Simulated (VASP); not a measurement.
Wanted: the native input for a VASP 6.6.1 run.

```yaml
Task: relaxation of cell and atoms
Functional: PBE
Potentials_or_basis: VASP PAW PBE potentials, release 64 (Ta_pv, O)
Cutoff: 600 eV
k_mesh: 10 × 10 × 7
Occupations: fermi-dirac, width 0.05 eV
Spin: no spin polarisation
Target_pressure: 5 GPa
Dipole_correction: no
Further_INCAR_settings: ALGO = Normal; EDIFF = 1e-07; IBRION = 2; EDIFFG = -0.01; NSW = 60; ISIF = 3
```

The structure of TaO lies in POSCAR:

```
TaO
1.0
    3.0661100000      0.0000000000      0.0000000000
   -1.5330600000      2.6553300000      0.0000000000
    0.0000000000      0.0000000000      3.8550200000
Ta O
1 1
Direct
    0.0000000000      0.0000000000      0.5000000000
    0.0000000000      0.0000000000      0.0000000000
```

The input as run:

INCAR

```
SYSTEM = TaO
PREC     = Accurate       ! precision mode
ENCUT    = 600            ! plane-wave cutoff, eV
EDIFF    = 1E-7           ! SCF threshold, eV
ISMEAR   = -1             ! smearing method
SIGMA    = 0.05           ! smearing width, eV
LREAL    = .False.        ! projectors in reciprocal space
LASPH    = .True.         ! aspherical terms in the spheres
NELM     = 80             ! most SCF steps
ALGO     = Normal         ! electronic algorithm
ISIF     = 3              ! what is computed and relaxed
LWAVE    = .False.        ! write WAVECAR
LCHARG   = .False.        ! write CHGCAR
GGA      = PE             ! functional
IBRION   = 2              ! ionic algorithm
NSW      = 60             ! ionic steps
EDIFFG   = -0.01          ! ionic threshold
PSTRESS  = 50.0
```

KPOINTS

```
Automatic mesh
0
Gamma
  10 10 7
  0 0 0
```

Potentials or basis: VASP PAW PBE potentials, release 64 (Ta_pv, O).

Command:

```bash
$ cat potpaw_PBE.64/Ta_pv/POTCAR potpaw_PBE.64/O/POTCAR > POTCAR
$ mpirun -np 1 vasp_std > vasp.out
```

It gave:

- Relaxed volume: 15.01 Å³/atom
- Relaxed cell: a = 3.003 Å, b = 3.003 Å, c = 3.845 Å, α = 90.00°, β = 90.00°, γ = 120.00°
- Space group after relaxing (to 0.1 Å): P6/mmm (No. 191)
- Energy change on relaxing (the run minimises the enthalpy): +10.0 meV/atom
- Ionic steps: 5
- Pressure after relaxing: 5.0 GPa
- Band gap on the k mesh: zero (an odd number of electrons rules out a gap without spin polarisation)

Caveat: the cell is relaxed towards a set pressure, so the run minimises the enthalpy, not the energy; spin-orbit coupling is left out, which moves the levels of the heavy elements; an odd number of electrons without spin polarisation forces a metal; a magnetic or distorted state may lie lower.

Run time: 92 s on 1 thread of Intel Xeon 8259CL (shared host), peak memory 0.18 GiB.
